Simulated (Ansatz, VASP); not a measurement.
## La in VASP and in Ansatz

```
La
1.0
     3.91065    0.00000    0.00000
    -1.95532    3.38672    0.00000
     0.00000    0.00000    6.26445
La
2
Direct
  0.33333 0.66667 0.25000
  0.66667 0.33333 0.75000
```

Alike in both runs: task single point; functional RPBE; k mesh 11 × 11 × 6; occupations fermi-dirac, width 0.1 eV; no spin polarisation.

|  | VASP | Ansatz |
| --- | --- | --- |
| version | VASP 6.6.1 | Ansatz 0.2.0 |
| potentials or method | VASP PAW PBE potentials, release 64 (La), cutoff 520 eV | plane waves (420 eV) with PAW, scalar-relativistic |
| valence electrons in the cell | 22 | 22 |

|  | VASP | Ansatz | Ansatz less VASP |
| --- | --- | --- | --- |
| pressure (GPa) | -0.9 | -0.9 | -0.03 |
| traceless stress, the component that is largest in VASP (GPa) | -0.09 | -0.09 | +0.001 |

VASP's potentials were made for PBE, not for RPBE.

Neither program's run includes spin-orbit coupling.
